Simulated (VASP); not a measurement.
# RbCd (CsCl type) (Pm-3m) in VASP: a series of runs

RbCd (CsCl type) is run at these levels: PBE; tasks: single point, relaxation of cell and atoms.

Program: VASP 6.6.1. These are calculated values, not measurements. Logs are shortened: lines on timing, memory, paths and dates and some standing lists are left out, and cuts for length are marked.

## 1. The cell of the first run

Symmetry: Pm-3m, No. 221, cubic system. Conventional cell: a = 4.568 Å, b = 4.568 Å, c = 4.568 Å, α = 90.00°, β = 90.00°, γ = 90.00°. Within 5.2 Å of Rb (site symmetry m-3m) lie 8 Cd at 3.96 Å and 6 Rb at 4.57 Å. Cd (site symmetry m-3m) has 8 Rb at 3.96 Å and 6 Cd at 4.57 Å within 5.2 Å.

## 2. Single point, PBE

INCAR

```
SYSTEM = RbCd
PREC = Accurate
ENCUT = 520
EDIFF = 1E-6
ISMEAR = -1
SIGMA = 0.05
LREAL = .FALSE.
LASPH = .TRUE.
NELM = 60
ALGO = Normal
ISIF = 2
LWAVE = .FALSE.
LCHARG = .FALSE.
GGA = PE
NBANDS = 18
```

KPOINTS

```
Automatic mesh
0
G
  9 9 9
  0 0 0
```

POSCAR

```
RbCd
1.0
    4.5683629778      0.0000000000      0.0000000000
    0.0000000000      4.5683629778      0.0000000000
    0.0000000000      0.0000000000      4.5683629778
Rb Cd
1 1
Direct
    0.0000000000      0.0000000000      0.0000000000
    0.5000000000      0.5000000000      0.5000000000
```

Potentials or basis: VASP PAW PBE potentials, release 64 (Rb_sv, Cd).

The run is started by

```
cat potpaw_PBE.64/Rb_sv/POTCAR potpaw_PBE.64/Cd/POTCAR > POTCAR
mpirun -np 1 vasp_std > vasp.out
```

OUTCAR:

```text
SYSTEM = RbCd
   PREC = Accurate
   ENCUT = 520
   EDIFF = 1E-6
   ISMEAR = -1
   LREAL = .FALSE.
   LASPH = .TRUE.
   NELM = 60
   ISIF = 2
   GGA = PE

 ion  position               nearest neighbor table
   1  0.000  0.000  0.000-   2 3.96   2 3.96   2 3.96   2 3.96   2 3.96   2 3.96   2 3.96   2 3.96

   2  0.500  0.500  0.500-   1 3.96   1 3.96   1 3.96   1 3.96   1 3.96   1 3.96   1 3.96   1 3.96

  LATTYP: Found a simple cubic cell.
 ALAT       =     4.5683629778

  Lattice vectors:

 A1 = (   4.5683629778,   0.0000000000,   0.0000000000)
 A2 = (   0.0000000000,   4.5683629778,   0.0000000000)
 A3 = (   0.0000000000,   0.0000000000,   4.5683629778)

Analysis of symmetry for initial positions (statically):
=====================================================================
 Subroutine PRICEL returns:
 Original cell was already a primitive cell.

 Routine SETGRP: Setting up the symmetry group for a
 simple cubic supercell.

 Subroutine GETGRP returns: Found 48 space group operations
 (whereof 48 operations were pure point group operations)
 out of a pool of 48 trial point group operations.

The static configuration has the point symmetry O_h .

Analysis of symmetry for dynamics (positions and initial velocities):
=====================================================================
 Subroutine PRICEL returns:
 Original cell was already a primitive cell.

 Routine SETGRP: Setting up the symmetry group for a
 simple cubic supercell.

 Subroutine GETGRP returns: Found 48 space group operations
 (whereof 48 operations were pure point group operations)
 out of a pool of 48 trial point group operations.

The dynamic configuration has the point symmetry O_h .

 Subroutine INISYM returns: Found 48 space group operations
 (whereof 48 operations are pure point group operations),
 and found     1 'primitive' translations

----------------------------------------------------------------------------------------

                                     Primitive cell

  volume of cell :      95.3415

  direct lattice vectors                    reciprocal lattice vectors
     4.568362978  0.000000000  0.000000000     0.218896792  0.000000000  0.000000000
     0.000000000  4.568362978  0.000000000     0.000000000  0.218896792  0.000000000
     0.000000000  0.000000000  4.568362978     0.000000000  0.000000000  0.218896792

  length of vectors
     4.568362978  4.568362978  4.568362978     0.218896792  0.218896792  0.218896792

  position of ions in fractional coordinates (direct lattice)
     0.000000000  0.000000000  0.000000000
     0.500000000  0.500000000  0.500000000

  ion indices of the primitive-cell ions
   primitive index   ion index
                 1           1
                 2           2

----------------------------------------------------------------------------------------

 KPOINTS: Automatic mesh

Automatic generation of k-mesh.
 Grid dimensions read from file:
 generate k-points for:    9    9    9

 Generating k-lattice:

  Cartesian coordinates                     Fractional coordinates (reciprocal lattice)
     0.024321866  0.000000000  0.000000000     0.111111111  0.000000000  0.000000000
     0.000000000  0.024321866  0.000000000     0.000000000  0.111111111  0.000000000
     0.000000000  0.000000000  0.024321866     0.000000000  0.000000000  0.111111111

  Length of vectors
     0.024321866  0.024321866  0.024321866

  Shift w.r.t. Gamma in fractional coordinates (k-lattice)
     0.000000000  0.000000000  0.000000000

 Subroutine IBZKPT returns following result:
 ===========================================

 Found     35 irreducible k-points:

 Following reciprocal coordinates:
            Coordinates               Weight
  0.000000  0.000000  0.000000      1.000000
  0.111111  0.000000  0.000000      6.000000
  0.222222  0.000000  0.000000      6.000000
  0.333333  0.000000  0.000000      6.000000
  0.444444  0.000000  0.000000      6.000000
  0.111111  0.111111  0.000000     12.000000
[... 16 lines left out ...]
  0.333333  0.333333  0.111111     24.000000
  0.444444  0.333333  0.111111     48.000000
 [... further k-points ...]
   k-points           NKPTS =     35   k-points in BZ     NKDIM =     35   number of bands    NBANDS=     18
   number of dos      NEDOS =    301   number of ions     NIONS =      2
   total plane-waves  NPLWV =  46656
   dimension x,y,z NGX =    36 NGY =   36 NGZ =   36
   dimension x,y,z NGXF=    72 NGYF=   72 NGZF=   72
   ions per type =               1   1
   NGX,Y,Z   is equivalent  to a cutoff of  13.10, 13.10, 13.10 a.u.
   NGXF,Y,Z  is equivalent  to a cutoff of  26.20, 26.20, 26.20 a.u.
 SYSTEM =  RbCd
   PREC   = accura    normal or accurate (medium, high low for compatibility)
   ISTART =      0    job   : 0-new  1-cont  2-samecut
   ICHARG =      2    charge: 1-file 2-atom 10-const
   ISPIN  =      1    spin polarized calculation?
   LNONCOLLINEAR =      F non collinear calculations
   LSORBIT =      F    spin-orbit coupling
   LASPH  =      T    aspherical Exc in radial PAW
   ENCUT  =  520.0 eV  38.22 Ry    6.18 a.u.   8.49  8.49  8.49*2*pi/ulx,y,z
   NELM   =     60;   NELMIN=  2; NELMDL= -5     # of ELM steps
   EDIFF  = 0.1E-05   stopping-criterion for ELM
   LREAL  =      F    real-space projection
   EDIFFG = 0.1E-04   stopping-criterion for IOM
   NSW    =      0    number of steps for IOM
   IBRION =     -1    ionic relax: 0-MD 1-quasi-New 2-CG
   NFREE  =      0    steps in history (QN), initial steepest desc. (CG)
   ISIF   =      2    stress and relaxation
   ISYM   =      2    0-nonsym 1-usesym 2-fastsym
   POTIM  = 0.5000    time-step for ionic-motion
   TEBEG  =    0.0;   TEEND  =   0.0 temperature during run
   PSTRESS=    0.0 pullay stress
   NELECT =      21.0000    total number of electrons
   NUPDOWN=      -1.0000    fix difference up-down
   EMIN   =  10.00;   EMAX   =-10.00  energy-range for DOS
   EFERMI =   0.00;   METHOD = LEGACY
   ISMEAR =    -1;   SIGMA  =   0.05  broadening in eV -4-tet -1-fermi 0-gaus
   EFERMI_NEDOS =   21; number of points for ismear=-14 and -15
   IALGO  =     38    algorithm
   IMIX   =      4    mixing-type and parameters
     AMIX     =   0.40;   BMIX     =  1.00
     AMIX_MAG =   1.60;   BMIX_MAG =  1.00
  volume/ion in A,a.u.               =      47.67       321.70
  Fermi-wavevector in a.u.,A,eV,Ry     =   0.988676  1.868327 13.299426  0.977480
  Thomas-Fermi vector in A             =   2.120220
   LORBIT       =      0    0 simple, 1 ext, 2 COOP (PROOUT), +10 PAW based schemes
   GGA     = PE    functional components
   LHFCALC =     F    Hartree Fock is set to
   AEXX    =    0.0000 exact exchange contribution
   IVDW    =     0    specifies the selected vdW correction
   LEPSILON=     F    determine dielectric tensor
   LRPA    =     F    only Hartree local field effects (RPA)
 non-spin polarized calculation
  energy-cutoff  :      520.00
  volume of cell :       95.34
 maximum number of plane-waves:      2601
 NGX is ok and might be reduce to    36
   NGX = 17   NGY = 17   NGZ = 17

 number of electron      20.9999990 magnetization

 Free energy of the ion-electron system (eV)
  ---------------------------------------------------
  ext. energy  EPLUGINS =         0.00000000
  ---------------------------------------------------
  free energy    TOTEN  =        -1.63048672 eV

  energy without entropy =       -1.61595009  energy(sigma->0) =       -1.62321840

 E-fermi :   0.7361     XC(G=0):  -7.2979

 val. band max:        0.7136206374   @ k =   0.4444   0.3333   0.2222
 cond. band min:       0.7966666894   @ k =   0.3333   0.3333   0.0000
 fundamental gap:      0.0830460520
 Fermi energy:         0.7361005869

 k-point     1 :       0.0000    0.0000    0.0000
  band No.  band energies     occupation
      1     -27.5254      2.00000
      2     -11.5810      2.00000
      3     -11.5810      2.00000
      4     -11.5810      2.00000
      5      -8.1673      2.00000
      6      -8.1673      2.00000
[... 10 lines left out ...]
     17       7.0382      0.00000
     18       7.0382      0.00000

 k-point     2 :       0.1111    0.0000    0.0000
  band No.  band energies     occupation
      1     -27.5248      2.00000
      2     -11.6002      2.00000
      3     -11.5797      2.00000
      4     -11.5797      2.00000
      5      -8.1667      2.00000
      6      -8.1608      2.00000
[... 10 lines left out ...]
     17       7.0655      0.00000
     18       7.0798      0.00000

 k-point     3 :       0.2222    0.0000    0.0000
  band No.  band energies     occupation
      1     -27.5232      2.00000
      2     -11.6480      2.00000
      3     -11.5766      2.00000
      4     -11.5766      2.00000
      5      -8.1654      2.00000
      6      -8.1443      2.00000
[... 10 lines left out ...]
     17       7.1154      0.00000
     18       7.2532      0.00000

 k-point     4 :       0.3333    0.0000    0.0000
  band No.  band energies     occupation
      1     -27.5213      2.00000
      2     -11.7013      2.00000
      3     -11.5730      2.00000
      4     -11.5730      2.00000
      5      -8.1638      2.00000
      6      -8.1281      2.00000
[... 10 lines left out ...]
     17       7.1823      0.00000
     18       7.6225      0.00000

 k-point     5 :       0.4444    0.0000    0.0000
  band No.  band energies     occupation
      1     -27.5201      2.00000
      2     -11.7354      2.00000
      3     -11.5706      2.00000
      4     -11.5706      2.00000
      5      -8.1628      2.00000
      6      -8.1295      2.00000
[... 10 lines left out ...]
     17       7.2286      0.00000
     18       7.8895      0.00000

 k-point     6 :       0.1111    0.1111    0.0000
  band No.  band energies     occupation
      1     -27.5242      2.00000
      2     -11.6009      2.00000
      3     -11.5963      2.00000
      4     -11.5784      2.00000
      5      -8.1633      2.00000
      6      -8.1573      2.00000
[... 307 lines left out ...]
 k-point    21 :       0.3333    0.2222    0.1111
  band No.  band energies     occupation
      1     -27.5185      2.00000
      2     -11.6881      2.00000
      3     -11.6310      2.00000
      4     -11.5835      2.00000
      5      -8.1448      2.00000
      6      -8.1407      2.00000
[... 10 lines left out ...]
     17       7.0883      0.00000
     18       7.1300      0.00000

 k-point    22 :       0.4444    0.2222    0.1111
  band No.  band energies     occupation
      1     -27.5173      2.00000
      2     -11.7200      2.00000
      3     -11.6270      2.00000
      4     -11.5803      2.00000
      5      -8.1454      2.00000
      6      -8.1437      2.00000
[... 10 lines left out ...]
     17       7.2490      0.00000
     18       7.5344      0.00000

 k-point    23 :       0.3333    0.3333    0.1111
  band No.  band energies     occupation
      1     -27.5167      2.00000
      2     -11.6829      2.00000
      3     -11.6757      2.00000
      4     -11.5782      2.00000
      5      -8.1485      2.00000
      6      -8.1384      2.00000
[... 10 lines left out ...]
     17       6.5612      0.00000
     18       7.2628      0.00000

 k-point    24 :       0.4444    0.3333    0.1111
  band No.  band energies     occupation
      1     -27.5155      2.00000
      2     -11.7102      2.00000
      3     -11.6737      2.00000
      4     -11.5746      2.00000
      5      -8.1537      2.00000
      6      -8.1372      2.00000
[... 10 lines left out ...]
     17       7.0196      0.00000
     18       7.5584      0.00000

 [... further k-points ...]
[... 5 lines left out ...]
  --------------------------------------------------------------------------------------
  -------------------------------------------------------------------------------------
  Total       -0.0170447     -0.0170447     -0.0170447      0.0000000      0.0000000     -0.0000000
  in kB       -0.2864293     -0.2864293     -0.2864293      0.0000000      0.0000000     -0.0000000
  external PRESSURE =      -0.2864293 kB  Pullay stress =       0.0000000 kB

 VOLUME and BASIS-vectors are now :
 -----------------------------------------------------------------------------
  energy-cutoff  :      520.00
  volume of cell :       95.34
      direct lattice vectors                 reciprocal lattice vectors
     4.568362978  0.000000000  0.000000000     0.218896792  0.000000000  0.000000000
     0.000000000  4.568362978  0.000000000     0.000000000  0.218896792  0.000000000
     0.000000000  0.000000000  4.568362978     0.000000000  0.000000000  0.218896792

 POSITION                                       TOTAL-FORCE (eV/Angst)
 -----------------------------------------------------------------------------------
      0.00000      0.00000      0.00000         0.000000      0.000000      0.000000
      2.28418      2.28418      2.28418         0.000000      0.000000      0.000000
 -----------------------------------------------------------------------------------
    total drift:                                0.000000      0.000000      0.000000

  FREE ENERGIE OF THE ION-ELECTRON SYSTEM (eV)
  ---------------------------------------------------
  free  energy   TOTEN  =        -1.6304867186 eV

  energy  without entropy=       -1.6159500853  energy(sigma->0) =       -1.62321840
```

Run time: 51 s. Hardware: 1 thread of Intel Xeon 8259CL, shared host; peak memory 0.24 GiB.

Results:

```
Free energy            : -1.6305 eV
Pressure               : 0.0 GPa
Band gap on the k mesh : zero (an odd number of electrons rules out a gap without spin polarisation)
```

Levels at points of the mesh, in eV from the Fermi level:
| k point | band 6 | band 7 | band 8 | band 9 | band 10 | band 11 | band 12 | band 13 | band 14 | band 15 |
| --- | --- | --- | --- | --- | --- | --- | --- | --- | --- | --- |
| (0.00, 0.00, 0.00) | -8.90 | -8.86 | -8.86 | -8.86 | -4.61 | 2.56 | 2.56 | 3.09 | 3.09 | 3.09 |

## 3. Single point, PBE

INCAR

```
ALGO = Normal
EDIFF = 1E-7
ENCUT = 520
GGA = PE
ISIF = 2
ISMEAR = -1
LASPH = True
LCHARG = True
LELF = True
LREAL = False
LVHAR = True
LWAVE = False
NBANDS = 18
NELM = 80
PREC = Accurate
SIGMA = 0.05
```

KPOINTS

```
k-points
0
Gamma
  9 9 9
```

POSCAR is that of step 2.

Potentials or basis: VASP PAW PBE potentials, release 64 (Rb_sv, Cd).

The run is started by

```
cat potpaw_PBE.64/Rb_sv/POTCAR potpaw_PBE.64/Cd/POTCAR > POTCAR
mpirun -np 1 vasp_std > vasp.out
```

OUTCAR:

```text
EDIFF = 1E-7
   ENCUT = 520
   GGA = PE
   ISIF = 2
   ISMEAR = -1
   LASPH = True
   LREAL = False
   NELM = 80
   PREC = Accurate

 ion  position               nearest neighbor table
   1  0.000  0.000  0.000-   2 3.96   2 3.96   2 3.96   2 3.96   2 3.96   2 3.96   2 3.96   2 3.96

   2  0.500  0.500  0.500-   1 3.96   1 3.96   1 3.96   1 3.96   1 3.96   1 3.96   1 3.96   1 3.96

  LATTYP: Found a simple cubic cell.
 ALAT       =     4.5683629778

  Lattice vectors:

 A1 = (   4.5683629778,   0.0000000000,   0.0000000000)
 A2 = (   0.0000000000,   4.5683629778,   0.0000000000)
 A3 = (   0.0000000000,   0.0000000000,   4.5683629778)

Analysis of symmetry for initial positions (statically):
=====================================================================
 Subroutine PRICEL returns:
 Original cell was already a primitive cell.

 Routine SETGRP: Setting up the symmetry group for a
 simple cubic supercell.

 Subroutine GETGRP returns: Found 48 space group operations
 (whereof 48 operations were pure point group operations)
[... 155 lines left out ...]

 Free energy of the ion-electron system (eV)
  ---------------------------------------------------
  ext. energy  EPLUGINS =         0.00000000
  ---------------------------------------------------
  free energy    TOTEN  =        -1.63048676 eV

  energy without entropy =       -1.61595002  energy(sigma->0) =       -1.62321839

 E-fermi :   0.7361     XC(G=0):  -7.2979

 val. band max:        0.7136078536   @ k =   0.4444   0.3333   0.2222
 cond. band min:       0.7966557283   @ k =   0.3333   0.3333   0.0000
 fundamental gap:      0.0830478747
 Fermi energy:         0.7360884052

 k-point     1 :       0.0000    0.0000    0.0000
  band No.  band energies     occupation
      1     -27.5253      2.00000
      2     -11.5809      2.00000
      3     -11.5809      2.00000
      4     -11.5809      2.00000
      5      -8.1674      2.00000
      6      -8.1674      2.00000
[... 481 lines left out ...]
      5      -8.1538      2.00000
      6      -8.1373      2.00000
[... 10 lines left out ...]
     17       7.0196      0.00000
     18       7.5584      0.00000

 [... further k-points ...]
[... 5 lines left out ...]
  --------------------------------------------------------------------------------------
  -------------------------------------------------------------------------------------
  Total       -0.0164904     -0.0164904     -0.0164904     -0.0000000      0.0000000     -0.0000000
  in kB       -0.2771149     -0.2771149     -0.2771149     -0.0000000      0.0000000     -0.0000000
  external PRESSURE =      -0.2771149 kB  Pullay stress =       0.0000000 kB

 VOLUME and BASIS-vectors are now :
 -----------------------------------------------------------------------------
  energy-cutoff  :      520.00
  volume of cell :       95.34
      direct lattice vectors                 reciprocal lattice vectors
     4.568362978  0.000000000  0.000000000     0.218896792  0.000000000  0.000000000
     0.000000000  4.568362978  0.000000000     0.000000000  0.218896792  0.000000000
     0.000000000  0.000000000  4.568362978     0.000000000  0.000000000  0.218896792

 POSITION                                       TOTAL-FORCE (eV/Angst)
 -----------------------------------------------------------------------------------
      0.00000      0.00000      0.00000         0.000000      0.000000      0.000000
      2.28418      2.28418      2.28418         0.000000      0.000000      0.000000
 -----------------------------------------------------------------------------------
    total drift:                                0.000000      0.000000      0.000000

  FREE ENERGIE OF THE ION-ELECTRON SYSTEM (eV)
  ---------------------------------------------------
  free  energy   TOTEN  =        -1.6304867558 eV

  energy  without entropy=       -1.6159500207  energy(sigma->0) =       -1.62321839
```

stdout:

```text
POSCAR found type information on POSCAR RbCd
 POSCAR found :  2 types and       2 ions
 scaLAPACK will be used
 LDA part: xc-table for (Slater+PW92), standard interpolation
 POSCAR, INCAR and KPOINTS ok, starting setup
 FFT: planning ... GRIDC
 FFT: planning ... GRID_SOFT
 FFT: planning ... GRID
 WAVECAR not read
 entering main loop
```

It took 60 s on 1 thread of Intel Xeon 8259CL, shared host; peak memory 0.23 GiB.

Results:

| Quantity | Value |
| --- | --- |
| Free energy | -1.6305 eV |
| Pressure | 0.0 GPa |
| Band gap on the k mesh | zero (an odd number of electrons rules out a gap without spin polarisation) |

(Continued in part 2 of 2.)
